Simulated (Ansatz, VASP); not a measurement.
## Pt: VASP beside Ansatz

File INCAR:

```
PREC = Accurate
ENCUT = 600
EDIFF = 1E-7
ISMEAR = -1
SIGMA = 0.1
LREAL = False
LASPH = True
NELM = 60
ALGO = Normal
ISIF = 3
LWAVE = False
LCHARG = False
GGA = PS
IBRION = 2
NSW = 80
EDIFFG = -0.01
```

File KPOINTS:

```
regular mesh
0
Gamma
  13 13 7
```

File POSCAR:

```
Pt
1.0
    2.7740467412      0.0000000000      0.0000000000
   -1.3870233706      2.4023949491      0.0000000000
    0.0000000000      0.0000000000      4.5300183283
Pt
2
Direct
    0.3333333333      0.6666666667      0.2500000000
    0.6666666667      0.3333333333      0.7500000000
```

Input for Ansatz:

```yaml
crystal:
  lattice:
    - [2.7740467412, 0.0, 0.0]
    - [-1.3870233706, 2.4023949491, 0.0]
    - [0.0, 0.0, 4.5300183283]
  atoms:
    - { symbol: Pt, position: [0.3333333333, 0.6666666667, 0.25] }
    - { symbol: Pt, position: [0.6666666667, 0.3333333333, 0.75] }
hamiltonian:
  xc: pbesol
  pseudopotentials:
    kind: paw
    azcp:
      Pt: "pseudopotentials/Pt.paw.azcp"
basis:
  ecutwfc: 420
  fft_grid_basis: typed
kpoints:
  mp_grid: { grid: [13, 13, 7], shift: [0, 0, 0] }
magnetization:
  spin_polarized: false
scf:
  occupations: { method: fermi_dirac, width: 0.1 }
relax:
  max_steps: 60
  f_tol: 0.01
  cell: {}
output:
  write_density: true
  write_potential: true
  elf: true
  volumetric_format: npy
```

Alike in both runs: task relaxation of cell and atoms; functional PBEsol; k mesh 13 × 13 × 7; occupations fermi-dirac, width 0.1 eV; no spin polarisation.

|  | VASP | Ansatz |
| --- | --- | --- |
| version | VASP 6.6.1 | Ansatz 0.2.0 |
| potentials or method | VASP PAW PBE potentials, release 64 (Pt), cutoff 600 eV | plane waves (420 eV) with PAW, scalar-relativistic |
| valence electrons in the cell | 20 | 36 |

|  | VASP | Ansatz | Ansatz less VASP |
| --- | --- | --- | --- |
| relaxed volume (Å³/atom) | 15.13 | 15.15 | +0.019 |
| relaxed cell length with the largest relative difference (Å) | 4.680 | 4.686 | +0.0056 |

VASP's potentials were made for PBE, not for PBEsol, and Ansatz warns of the same on its side. VASP's potentials hold 20 valence electrons a cell and Ansatz's 36, so a difference there can come from the potentials and not from the codes.

Spin-orbit coupling is off throughout.
